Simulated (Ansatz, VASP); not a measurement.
## Cu: VASP beside Ansatz

File INCAR:

```
SYSTEM = Cu
  PREC = Accurate
  ENCUT = 520
  EDIFF = 1E-6
  ISMEAR = 0
  SIGMA = 0.15
  LREAL = .FALSE.
  LASPH = .TRUE.
  NELM = 80
  ALGO = Fast
  ISIF = 2
  LWAVE = .FALSE.
  LCHARG = .FALSE.
  GGA = PE
  NBANDS = 12
```

Contents of KPOINTS:

```
Automatic mesh
0
G
  28 28 28
  0 0 0
```

File POSCAR:

```
Cu
1.0
    0.0000000000      1.8602459814      1.8148741282
    1.8602459814      0.0000000000      1.8148741282
    1.8602459814      1.8602459814      0.0000000000
Cu
1
Direct
    0.0000000000      0.0000000000      0.0000000000
```

Input for Ansatz:

```yaml
crystal:
  lattice:
    - [0.0, 1.8602459814, 1.8148741282]
    - [1.8602459814, 0.0, 1.8148741282]
    - [1.8602459814, 1.8602459814, 0.0]
  atoms:
    - { symbol: Cu, position: [0.0, 0.0, 0.0] }
basis:
  ecutwfc: 420
kpoints:
  mp_grid: { grid: [28, 28, 28] }
hamiltonian:
  xc: pbe
scf:
  occupations: { method: gaussian, width: 0.15 }
output:
  forces: true
  stress: true
  eigenvalues: true
```

Change from the starting cell: strain +0.025 along x and y, +0.000 along z, atoms carried along.

Alike in both runs: task single point; functional PBE; k mesh 28 × 28 × 28; occupations gaussian, width 0.15 eV; no spin polarisation.

|  | VASP | Ansatz |
| --- | --- | --- |
| version | VASP 6.6.1 | Ansatz 0.2.0 |
| potentials or method | VASP PAW PBE potentials, release 64 (Cu), cutoff 520 eV | scalar-relativistic, plane waves, PAW |
| valence electrons in the cell | 11 | 19 |

```tsv
	VASP	Ansatz	Ansatz less VASP
gap on the k mesh at the Fermi level (eV)	none	none	-
pressure (GPa)	-5.5	-6.1	-0.67
traceless stress, the component that is largest in VASP (GPa)	0.73	0.75	+0.016
```

A gap of «none» marks a metal or a gap that the smearing closes. VASP's potentials hold 11 valence electrons a cell and Ansatz's 19, so a difference there can come from the potentials and not from the codes.
